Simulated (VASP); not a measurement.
Write the native input for VASP 6.6.1 that does the following.

* Task: single point
* Functional: PBEsol
* Dispersion: D3(BJ)
* Potentials or basis: VASP PAW PBE potentials, release 64 (W_sv)
* Cutoff: 500 eV
* k mesh: 8 × 8 × 8
* Occupations: gaussian, width 0.1 eV
* Spin: no spin polarisation
* Dipole correction: no
* Further INCAR settings: ALGO = Normal; EDIFF = 1e-06; NBANDS = 13

The structure of W lies in POSCAR:

```
W
1.0
   -1.5750000000      1.5750000000      1.5750000000
    1.5750000000     -1.5750000000      1.5750000000
    1.5750000000      1.5750000000     -1.5750000000
W
1
Direct
    0.0000000000      0.0000000000      0.0000000000
```

The input as run:

INCAR

```
SYSTEM = W
PREC     = Accurate       ! precision mode
ENCUT    = 500            ! plane-wave cutoff, eV
EDIFF    = 1E-6           ! SCF threshold, eV
ISMEAR   = 0              ! smearing method
SIGMA    = 0.1            ! smearing width, eV
LREAL    = .False.        ! projectors in reciprocal space
LASPH    = .True.         ! aspherical terms in the spheres
NELM     = 120            ! most SCF steps
ALGO     = Normal         ! electronic algorithm
ISIF     = 2              ! what is computed and relaxed
LWAVE    = .False.        ! write WAVECAR
LCHARG   = .True.         ! write CHGCAR
GGA      = PS             ! functional
IVDW     = 12             ! dispersion correction
LELF     = .True.         ! ELF
LVHAR    = .True.       
NBANDS   = 13             ! bands
GGA_COMPAT= .False.
```

KPOINTS

```
Automatic mesh
0
Gamma
  8 8 8
  0 0 0
```

Potentials or basis: VASP PAW PBE potentials, release 64 (W_sv).

Command:

```sh
$ cat potpaw_PBE.64/W_sv/POTCAR > POTCAR
$ mpirun -np 1 vasp_std > vasp.out
```

It gave:

```yaml
Pressure: -5.3 GPa
Band_gap_on_the_k_mesh: zero (band 7 reaches 16.77 eV, above the bottom of band 8 at 10.22 eV)
Dispersion_energy_per_atom: -0.754 eV
```

Caveat: the PAW data sets were made with another functional, which shifts forces and pressure a little; spin-orbit coupling is left out, which moves the levels of the heavy elements; pairwise dispersion overbinds metals, which lowers pressure and volume.

It took 7.6 s on 1 thread of AMD EPYC 7R43 64-Core Processor (Zen 3), with other jobs on the host, peak memory 0.1 GiB.
